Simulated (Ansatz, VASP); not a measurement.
**Cs3Cd4Te4: VASP beside Ansatz**

```xyz
11
Lattice="-4.7221 4.7221 4.7221 4.7221 -4.7221 4.7221 4.7221 4.7221 -4.7221" Properties=species:S:1:pos:R:3 pbc="T T T"
Cs    4.7221    0.0000    0.0000
Cs    0.0000    4.7221    0.0000
Cs    0.0000    0.0000    4.7221
Cd    1.1306    1.1306    1.1306
Cd    3.5915    3.5915   -3.5915
Cd    3.5915   -3.5915    3.5915
Cd   -3.5915    3.5915    3.5915
Te    2.8147    2.8147    2.8147
Te    1.9075    1.9075   -1.9075
Te    1.9075   -1.9075    1.9075
Te   -1.9075    1.9075    1.9075
```

Alike in both runs: functional PBE; k mesh 4 × 4 × 4; occupations gaussian, width 0.1 eV; no spin polarisation.

Ansatz relaxed the structure, and its values are those at the end. VASP's run is a single point on that final structure, the one shown.

|  | VASP | Ansatz |
| --- | --- | --- |
| version | VASP 6.6.1 | Ansatz 0.2.0 |
| potentials or method | VASP PAW PBE potentials, release 64 (Cs_sv, Cd, Te), cutoff 520 eV | scalar-relativistic, plane waves, PAW |
| valence electrons in the cell | 99 | 171 |

Ansatz gave:

| Property | Result |
| --- | --- |
| gap on the k mesh at the Fermi level (eV) | none |
| pressure (GPa) | 0.2 |
| rms of the force components (eV/Å) | 0.028 |

Estimate VASP's values.

gap on the k mesh at the Fermi level (eV): none; pressure (GPa): 0.3; rms of the force components (eV/Å): 0.029.

A gap of «none» marks a metal or a gap that the smearing closes. VASP's potentials hold 99 valence electrons a cell and Ansatz's 171, so a difference there can come from the potentials and not from the codes.

Neither program's run includes spin-orbit coupling.
